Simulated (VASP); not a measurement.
Runs of VASP 6.6.1 on Ga3S2. The structure is that of space group P6/mmm (No. 191), or close to it. The cells are those of the table. The cell was generated, and may not be a known phase.

```tsv
task	cell	k mesh	cutoff (eV)	gap on the mesh (eV)	pressure (GPa)	relaxed volume (Å³/atom)
relaxation of cell and atoms	relaxed from a = 4.850, b = 4.850, c = 4.975 Å, angles 90.0, 90.0, 120.0°, 5 atoms	12 × 12 × 8	600	none	0.0	20.29
single point	a = 4.838, b = 4.838, c = 5.002 Å, angles 90.0, 90.0, 120.0°, 5 atoms	12 × 12 × 8	520	none	0.0	-
relaxation of cell and atoms	relaxed from a = 5.634, b = 5.634, c = 4.502 Å, angles 90.0, 90.0, 120.0°, 5 atoms	6 × 6 × 4	600	none	-0.2	20.38
relaxation of cell and atoms	relaxed from a = 4.002, b = 4.002, c = 8.618 Å, angles 90.0, 90.0, 120.0°, 5 atoms	6 × 6 × 2	600	none	0.0	(a)
```

Alike in all rows: level PBE; potentials or basis VASP PAW PBE potentials, release 64 (Ga_d, S); no spin polarisation; smearing gaussian 0.1 eV.

Q: Fill in the values left out.

A: (a) 24.40.

Caveats: some runs use coarse meshes; the volume moved by over 15 % at a fixed basis, so the end points are rough (at least some runs); a cell axis changed by over 15 % at a fixed basis, so the end point is rough (at least some runs).

A k mesh can miss the band edges, and the runs leave out spin-orbit coupling on Ga.

A gap of «none» marks levels without a gap at the run's occupations.
